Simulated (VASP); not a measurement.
Runs of VASP 6.6.1 on MgO (rock salt). The structure is that of space group Fm-3m (No. 225), or close to it. The cells are those of the table. 

```tsv
cell	gap on the mesh (eV)	pressure (GPa)
a = 2.511 Å, angles 60.0°, 2 atoms	9.07	251.0
a = 2.454 Å, angles 60.0°, 2 atoms	8.94	(c)
a = 3.006 Å, angles 60.0°, 2 atoms	(b)	-0.8
a = 2.394 Å, angles 60.0°, 2 atoms	(a)	430.8
```

Alike in all rows: task single point; level PBE; potentials or basis VASP PAW PBE potentials, release 64 (Mg, O); no spin polarisation; k mesh 10 × 10 × 10; cutoff (eV) 600; smearing gaussian 0.01 eV.

Q: Fill in the values left out.

A: (a) 8.75; (b) 4.46; (c) 327.9.

A k mesh can miss the band edges.
